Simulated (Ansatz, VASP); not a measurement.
This is a calculation of GaN for VASP 6.6.1.

The input INCAR:

```
SYSTEM = GaN
ALGO = Normal ; EDIFF = 1E-6
EDIFFG = -0.02 ; ENCUT = 600
GGA = RP ; IBRION = 2
ISIF = 3 ; ISMEAR = -1
IVDW = 13 ; LASPH = .TRUE.
LCHARG = .FALSE. ; LREAL = .FALSE.
LWAVE = .FALSE. ; NELM = 80
NSW = 80 ; PREC = Accurate
SIGMA = 0.05
```

Contents of KPOINTS:

```
k-points
0
G
  10 10 10
  0 0 0
```

Contents of POSCAR:

```
GaN
1.0
    0.0000000000      2.2535006075      2.2535006075
    2.2535006075      0.0000000000      2.2535006075
    2.2535006075      2.2535006075      0.0000000000
Ga N
1 1
Direct
    0.0000000000      0.0000000000      0.0000000000
    0.2500000000      0.2500000000      0.2500000000
```

Potentials or basis: VASP PAW PBE potentials, release 64 (Ga_d, N).

Launch:

```bash
$ cat potpaw_PBE.64/Ga_d/POTCAR potpaw_PBE.64/N/POTCAR > POTCAR
$ mpirun -np 1 vasp_std > vasp.out
```

**Question.** Translate it to Ansatz 0.2.0. Potentials there: all-electron LAPW, scalar-relativistic.

**Answer.** As run (the cutoff follows the program's own potentials):

Contents of input.yaml:

```yaml
crystal:
  lattice:
    - [0.0, 2.2535006075, 2.2535006075]
    - [2.2535006075, 0.0, 2.2535006075]
    - [2.2535006075, 2.2535006075, 0.0]
  atoms:
    - { symbol: Ga, position: [0.0, 0.0, 0.0] }
    - { symbol: "N", position: [0.25, 0.25, 0.25] }
kpoints:
  mp_grid: { grid: [10, 10, 10] }
scf:
  occupations: { method: fermi_dirac, width: 0.05 }
hamiltonian:
  xc: rpbe
  dispersion: d4
  pseudopotentials: { kind: all_electron, lapw: { basis_error: 0.001 } }
output:
  forces: true
  stress: true
relax:
  f_tol: 0.02
  max_steps: 60
  cell: {}
```

Potentials or basis: all-electron LAPW, scalar-relativistic.

Launch:

```bash
$ ansatz run input.yaml --threads 1 --pin off --max-ram 3072MiB --backend cpu --events-out ev --progress --plain --runs-dir out
```

Both were run:

|  | VASP | Ansatz | Ansatz less VASP |
| --- | --- | --- | --- |
| relaxed volume (Å³/atom) | 11.21 | 11.23 | +0.022 |
| relaxed cell length with the largest relative difference (Å) | 3.165 | 3.167 | +0.0021 |

VASP's potentials were made for PBE, not for RPBE. Ansatz ran all-electron here, and VASP with PAW potentials.
